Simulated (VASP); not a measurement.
Write the native input for VASP 6.6.1 that does the following.

```
Task                   : single point
Functional             : PBE
Potentials or basis    : VASP PAW PBE potentials, release 64 (B, N)
Cutoff                 : 520 eV
k mesh                 : 6 × 6 × 6
Occupations            : gaussian, width 0.01 eV
Spin                   : no spin polarisation
Dipole correction      : no
Further INCAR settings : ALGO = Normal; EDIFF = 1e-06; NBANDS = 11
```

The structure of BN lies in POSCAR:

```
BN
1.0
    0.0000000000      1.7506807011      1.7506807011
    1.7506807011      0.0000000000      1.7506807011
    1.7506807011      1.7506807011      0.0000000000
B N
1 1
Direct
    0.0000000000      0.0000000000      0.0000000000
    0.2500000000      0.2500000000      0.2500000000
```

This cell differs from its parent crystal: strain -3.0%.

The input as run:

INCAR

```
SYSTEM = BN
ALGO = Normal
EDIFF = 1E-6
ENCUT = 520
GGA = PE
ISIF = 2
ISMEAR = 0
LASPH = .True.
LCHARG = .False.
LREAL = .False.
LWAVE = .False.
NBANDS = 11
NELM = 80
PREC = Accurate
SIGMA = 0.01
```

KPOINTS

```
k-points
0
Gamma
  6 6 6
  0 0 0
```

Potentials or basis: VASP PAW PBE potentials, release 64 (B, N).

Run with:

```sh
$ cat potpaw_PBE.64/B/POTCAR potpaw_PBE.64/N/POTCAR > POTCAR
$ mpirun -np 1 vasp_std > vasp.out
```

Results of the run:

```
Pressure               : 47.3 GPa
Band gap on the k mesh : 4.55 eV, indirect (least direct gap 9.28 eV)
```

Caveat: the k points lie up to 0.52 Å⁻¹ apart; the cell differs from its parent crystal (strain -3.0%).

Run time: 4.7 s on 1 thread of Intel(R) Xeon(R) Platinum 8259CL CPU @ 2.50GHz (Skylake/Cascade Lake) (shared host), peak memory 0.11 GiB.
